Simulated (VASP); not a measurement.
Input of a VASP 6.6.1 run:

Contents of INCAR:

```
SYSTEM = Ta3N
PREC = Accurate
ENCUT = 520
EDIFF = 1E-6
ISMEAR = 0
SIGMA = 0.1
LREAL = .FALSE.
LASPH = .TRUE.
NELM = 80
ALGO = Fast
ISIF = 2
LWAVE = .FALSE.
LCHARG = .FALSE.
LDIPOL = .TRUE.
IDIPOL = 3
DIPOL = 0.5 0.5 0.364
GGA = PE
IBRION = 2
NSW = 36
EDIFFG = -0.025
```

Contents of KPOINTS:

```
Automatic mesh
0
G
  10 10 1
  0 0 0
```

Contents of POSCAR:

```
Ta3N
1.0
    2.8743098524      0.0000000000      0.0000000000
   -0.9581032841      2.7099253172      0.0000000000
    0.0000000000      0.0000000000     20.0266897040
Ta N
3 1
Selective dynamics
Direct
    0.5000000000      0.5000000000      0.1997334587  F F F
    0.0000000000      0.0000000000      0.3127671377  F F F
    0.5000000000      0.5000000000      0.4257663064  F F F
    0.5000000000      0.6666666667      0.5196410319  F F T
```

Potentials or basis: VASP PAW PBE potentials, release 64 (Ta_pv, N).

Launch:

```console
$ cat potpaw_PBE.64/Ta_pv/POTCAR potpaw_PBE.64/N/POTCAR > POTCAR
$ mpirun -np 1 vasp_std > vasp.out
```

Task: Estimate the energy gained by relaxing.

Result: 52.4 meV/atom.

Task: What does it give for the band gap on the k mesh?

Result: Zero (bands 19 and 20 overlap by 0.41 eV).

Step by step:
```
step  energy change (eV)  largest force on free atoms (eV/Å)  pressure (GPa)
   1              0.0000                              2.5723           -1.41
   2             -0.2043                              0.4915            0.76
   3             -0.2094                              0.0189            1.22
```

Caveat: spin-orbit coupling is left out, which moves the levels of the heavy elements.
